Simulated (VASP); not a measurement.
# Hf (Im-3m) in VASP: a series of runs

Runs on Hf. Level: LDA. Tasks: single point, relaxation of cell and atoms.

All numbers are computed with VASP 6.6.1; they aren't measurements. Logs are shortened: lines on timing, memory, paths and dates and some standing lists are left out, and cuts for length are marked.

**1. The cell of the first run**

It takes space group Im-3m (No. 229, cubic). Conventional cell: a = 3.357 Å, b = 3.357 Å, c = 3.357 Å, α = 90.00°, β = 90.00°, γ = 90.00°. Hf (site symmetry m-3m) has 14 Hf at 2.91 to 3.36 Å within 3.8 Å.

**2. Single point, LDA**

INCAR reads:

```
SYSTEM = Hf
ALGO = Normal
EDIFF = 1E-6
ENCUT = 520
ISIF = 2
ISMEAR = -1
LASPH = .TRUE.
LCHARG = .FALSE.
LREAL = .FALSE.
LWAVE = .FALSE.
NBANDS = 11
NELM = 80
PREC = Accurate
SIGMA = 0.1
```

KPOINTS reads:

```
k-points
0
G
  16 16 16
  0 0 0
```

POSCAR reads:

```
Hf
1.0
   -1.6785489405      1.6785489405      1.6785489405
    1.6785489405     -1.6785489405      1.6785489405
    1.6785489405      1.6785489405     -1.6785489405
Hf
1
Direct
    0.0000000000      0.0000000000      0.0000000000
```

Potentials or basis: VASP PAW LDA potentials, release 64 (Hf_pv).

On the command line:

```
cat potpaw_LDA.64/Hf_pv/POTCAR > POTCAR
mpirun -np 1 vasp_std > vasp.out
```

OUTCAR:

```text
SYSTEM = Hf
   EDIFF = 1E-6
   ENCUT = 520
   ISIF = 2
   ISMEAR = -1
   LASPH = .TRUE.
   LREAL = .FALSE.
   NELM = 80
   PREC = Accurate

 ion  position               nearest neighbor table
   1  0.000  0.000  0.000-

  LATTYP: Found a body centered cubic cell.
 ALAT       =     3.3570978810

  Lattice vectors:

 A1 = (  -1.6785489405,   1.6785489405,   1.6785489405)
 A2 = (   1.6785489405,  -1.6785489405,   1.6785489405)
 A3 = (   1.6785489405,   1.6785489405,  -1.6785489405)

Analysis of symmetry for initial positions (statically):
=====================================================================
 Subroutine PRICEL returns:
 Original cell was already a primitive cell.

 Routine SETGRP: Setting up the symmetry group for a
 body centered cubic supercell.

 Subroutine GETGRP returns: Found 48 space group operations
 (whereof 48 operations were pure point group operations)
 out of a pool of 48 trial point group operations.

The static configuration has the point symmetry O_h .

Analysis of symmetry for dynamics (positions and initial velocities):
=====================================================================
 Subroutine PRICEL returns:
 Original cell was already a primitive cell.

 Routine SETGRP: Setting up the symmetry group for a
 body centered cubic supercell.

 Subroutine GETGRP returns: Found 48 space group operations
 (whereof 48 operations were pure point group operations)
 out of a pool of 48 trial point group operations.

The dynamic configuration has the point symmetry O_h .

 Subroutine INISYM returns: Found 48 space group operations
 (whereof 48 operations are pure point group operations),
 and found     1 'primitive' translations

----------------------------------------------------------------------------------------

                                     Primitive cell

  volume of cell :      18.9174

  direct lattice vectors                    reciprocal lattice vectors
    -1.678548941  1.678548941  1.678548941     0.000000000  0.297876331  0.297876331
     1.678548941 -1.678548941  1.678548941     0.297876331  0.000000000  0.297876331
     1.678548941  1.678548941 -1.678548941     0.297876331  0.297876331  0.000000000

  length of vectors
     2.907332048  2.907332048  2.907332048     0.421260747  0.421260747  0.421260747

  position of ions in fractional coordinates (direct lattice)
     0.000000000  0.000000000  0.000000000

  ion indices of the primitive-cell ions
   primitive index   ion index
                 1           1

----------------------------------------------------------------------------------------

 KPOINTS: k-points

Automatic generation of k-mesh.
 Grid dimensions read from file:
 generate k-points for:   16   16   16

 Generating k-lattice:

  Cartesian coordinates                     Fractional coordinates (reciprocal lattice)
     0.000000000  0.018617271  0.018617271     0.062500000  0.000000000  0.000000000
     0.018617271  0.000000000  0.018617271     0.000000000  0.062500000  0.000000000
     0.018617271  0.018617271  0.000000000     0.000000000  0.000000000  0.062500000

  Length of vectors
     0.026328797  0.026328797  0.026328797

  Shift w.r.t. Gamma in fractional coordinates (k-lattice)
     0.000000000  0.000000000  0.000000000

 Subroutine IBZKPT returns following result:
 ===========================================

 Found    145 irreducible k-points:

 Following reciprocal coordinates:
            Coordinates               Weight
  0.000000  0.000000  0.000000      1.000000
  0.062500  0.000000  0.000000     12.000000
  0.125000  0.000000  0.000000     12.000000
  0.187500  0.000000  0.000000     12.000000
  0.250000  0.000000  0.000000     12.000000
  0.312500  0.000000  0.000000     12.000000
[... 16 lines left out ...]
  0.187500  0.187500  0.000000     24.000000
  0.250000  0.187500  0.000000     48.000000
 [... further k-points ...]
   k-points           NKPTS =    145   k-points in BZ     NKDIM =    145   number of bands    NBANDS=     11
   number of dos      NEDOS =    301   number of ions     NIONS =      1
   total plane-waves  NPLWV =  13824
   dimension x,y,z NGX =    24 NGY =   24 NGZ =   24
   dimension x,y,z NGXF=    48 NGYF=   48 NGZF=   48
   ions per type =               1
   NGX,Y,Z   is equivalent  to a cutoff of  13.72, 13.72, 13.72 a.u.
   NGXF,Y,Z  is equivalent  to a cutoff of  27.45, 27.45, 27.45 a.u.
 SYSTEM =  Hf
   PREC   = accura    normal or accurate (medium, high low for compatibility)
   ISTART =      0    job   : 0-new  1-cont  2-samecut
   ICHARG =      2    charge: 1-file 2-atom 10-const
   ISPIN  =      1    spin polarized calculation?
   LNONCOLLINEAR =      F non collinear calculations
   LSORBIT =      F    spin-orbit coupling
   LASPH  =      T    aspherical Exc in radial PAW
   ENCUT  =  520.0 eV  38.22 Ry    6.18 a.u.   5.41  5.41  5.41*2*pi/ulx,y,z
   NELM   =     80;   NELMIN=  2; NELMDL= -5     # of ELM steps
   EDIFF  = 0.1E-05   stopping-criterion for ELM
   LREAL  =      F    real-space projection
   EDIFFG = 0.1E-04   stopping-criterion for IOM
   NSW    =      0    number of steps for IOM
   IBRION =     -1    ionic relax: 0-MD 1-quasi-New 2-CG
   NFREE  =      0    steps in history (QN), initial steepest desc. (CG)
   ISIF   =      2    stress and relaxation
   ISYM   =      2    0-nonsym 1-usesym 2-fastsym
   POTIM  = 0.5000    time-step for ionic-motion
   TEBEG  =    0.0;   TEEND  =   0.0 temperature during run
   PSTRESS=    0.0 pullay stress
   NELECT =      10.0000    total number of electrons
   NUPDOWN=      -1.0000    fix difference up-down
   EMIN   =  10.00;   EMAX   =-10.00  energy-range for DOS
   EFERMI =   0.00;   METHOD = LEGACY
   ISMEAR =    -1;   SIGMA  =   0.10  broadening in eV -4-tet -1-fermi 0-gaus
   EFERMI_NEDOS =   21; number of points for ismear=-14 and -15
   IALGO  =     38    algorithm
   IMIX   =      4    mixing-type and parameters
     AMIX     =   0.40;   BMIX     =  1.00
     AMIX_MAG =   1.60;   BMIX_MAG =  1.00
  volume/ion in A,a.u.               =      18.92       127.66
  Fermi-wavevector in a.u.,A,eV,Ry     =   1.323694  2.501418 23.839651  1.752165
  Thomas-Fermi vector in A             =   2.453283
   LORBIT       =      0    0 simple, 1 ext, 2 COOP (PROOUT), +10 PAW based schemes
   GGA     = CA    functional components
   LHFCALC =     F    Hartree Fock is set to
   AEXX    =    0.0000 exact exchange contribution
   IVDW    =     0    specifies the selected vdW correction
   LEPSILON=     F    determine dielectric tensor
   LRPA    =     F    only Hartree local field effects (RPA)
 non-spin polarized calculation
  energy-cutoff  :      520.00
  volume of cell :       18.92
 maximum number of plane-waves:       532
 NGX is ok and might be reduce to    24
   NGX = 11   NGY = 11   NGZ = 11

 number of electron      10.0000000 magnetization

 number of electron       9.9999999 magnetization

 Free energy of the ion-electron system (eV)
  ---------------------------------------------------
  ext. energy  EPLUGINS =         0.00000000
  ---------------------------------------------------
  free energy    TOTEN  =       -10.52910421 eV

  energy without entropy =      -10.48135952  energy(sigma->0) =      -10.50523187

 E-fermi :   5.6473     XC(G=0): -12.2520

 val. band max:        5.6420823883   @ k =   0.1875   0.0625   0.0625
 cond. band min:       5.6612822643   @ k =  -0.1875   0.3125   0.0625
 fundamental gap:      0.0191998760
 Fermi energy:         5.6473489141

 k-point     1 :       0.0000    0.0000    0.0000
  band No.  band energies     occupation
      1     -23.3582      2.00000
      2     -23.3582      2.00000
      3     -23.3582      2.00000
      4      -1.8023      2.00000
      5       7.2164      0.00000
      6       7.2164      0.00000
      7       7.2164      0.00000
      8      10.5282      0.00000
      9      10.5282      0.00000
     10      18.5762      0.00000
     11      19.8488      0.00000

 k-point     2 :       0.0625    0.0000    0.0000
  band No.  band energies     occupation
      1     -23.4191      2.00000
      2     -23.3762      2.00000
      3     -23.3587      2.00000
      4      -1.6226      2.00000
      5       7.0885      0.00000
      6       7.1715      0.00000
      7       7.3934      0.00000
      8      10.3074      0.00000
      9      10.5227      0.00000
     10      18.5760      0.00000
     11      20.0296      0.00000

 k-point     3 :       0.1250    0.0000    0.0000
  band No.  band energies     occupation
      1     -23.5895      2.00000
      2     -23.4270      2.00000
      3     -23.3601      2.00000
      4      -1.1094      2.00000
      5       6.7478      0.00003
      6       6.9779      0.00000
      7       7.9181      0.00000
      8       9.9200      0.00000
      9      10.5237      0.00000
     10      18.5757      0.00000
     11      20.4801      0.00000

 k-point     4 :       0.1875    0.0000    0.0000
  band No.  band energies     occupation
      1     -23.8360      2.00000
      2     -23.5022      2.00000
      3     -23.3623      2.00000
      4      -0.3443      2.00000
      5       6.2903      0.00322
      6       6.5835      0.00017
      7       8.7710      0.00000
      8       9.7786      0.00000
      9      10.5708      0.00000
     10      18.5748      0.00000
     11      20.8330      0.00000
[... 239 lines left out ...]
 k-point    22 :       0.4375    0.1250    0.0000
  band No.  band energies     occupation
      1     -24.7243      2.00000
      2     -23.8864      2.00000
      3     -23.4482      2.00000
      4       2.2544      2.00000
      5       4.8554      1.99927
      6       6.9832      0.00000
      7      10.2101      0.00000
      8      11.8810      0.00000
      9      15.3531      0.00000
     10      17.2687      0.00000
     11      18.2653      0.00000

 k-point    23 :       0.1875    0.1875    0.0000
  band No.  band energies     occupation
      1     -24.3509      2.00000
      2     -23.7048      2.00000
      3     -23.4646      2.00000
      4       1.7822      2.00000
      5       5.2580      1.96006
      6       5.6943      0.76923
      7       9.5666      0.00000
      8      11.4524      0.00000
      9      11.9141      0.00000
     10      18.5637      0.00000
     11      19.8026      0.00000

 k-point    24 :       0.2500    0.1875    0.0000
  band No.  band energies     occupation
      1     -24.4910      2.00000
      2     -23.8248      2.00000
      3     -23.4839      2.00000
      4       2.4559      2.00000
      5       4.9912      1.99718
      6       5.6900      0.79007
      7       9.8513      0.00000
      8      11.5344      0.00000
      9      13.3844      0.00000
     10      18.4849      0.00000
     11      18.8110      0.00000

 [... further k-points ...]

------------------------ aborting loop because EDIFF is reached ----------------------------------------

  FORCE on cell =-STRESS in cart. coord.  units (eV):
  Direction    XX          YY          ZZ          XY          YZ          ZX
  --------------------------------------------------------------------------------------
  -------------------------------------------------------------------------------------
  Total        1.2107591      1.2107591      1.2107591      0.0000000      0.0000000     -0.0000000
  in kB      102.5430659    102.5430659    102.5430659      0.0000000      0.0000000     -0.0000000
  external PRESSURE =     102.5430659 kB  Pullay stress =       0.0000000 kB

 VOLUME and BASIS-vectors are now :
 -----------------------------------------------------------------------------
  energy-cutoff  :      520.00
  volume of cell :       18.92
      direct lattice vectors                 reciprocal lattice vectors
    -1.678548941  1.678548941  1.678548941     0.000000000  0.297876331  0.297876331
     1.678548941 -1.678548941  1.678548941     0.297876331  0.000000000  0.297876331
     1.678548941  1.678548941 -1.678548941     0.297876331  0.297876331  0.000000000

 POSITION                                       TOTAL-FORCE (eV/Angst)
 -----------------------------------------------------------------------------------
      0.00000      0.00000      0.00000         0.000000      0.000000      0.000000
 -----------------------------------------------------------------------------------
    total drift:                               -0.000000      0.000000      0.000000

  FREE ENERGIE OF THE ION-ELECTRON SYSTEM (eV)
  ---------------------------------------------------
  free  energy   TOTEN  =       -10.5291042139 eV

  energy  without entropy=      -10.4813595210  energy(sigma->0) =      -10.50523187
```

Run time: 47 s. Hardware: 1 thread of AMD EPYC 7R13, shared host; peak memory 0.12 GiB.

What came out:

```yaml
Free_energy: -10.5291 eV
Pressure: 10.3 GPa
Band_gap_on_the_k_mesh: zero (band 5 reaches 7.22 eV, above the bottom of band 6 at 4.71 eV)
```

Caveat: spin-orbit coupling is left out, which moves the levels of the heavy elements.

[end of part 1 of 2]
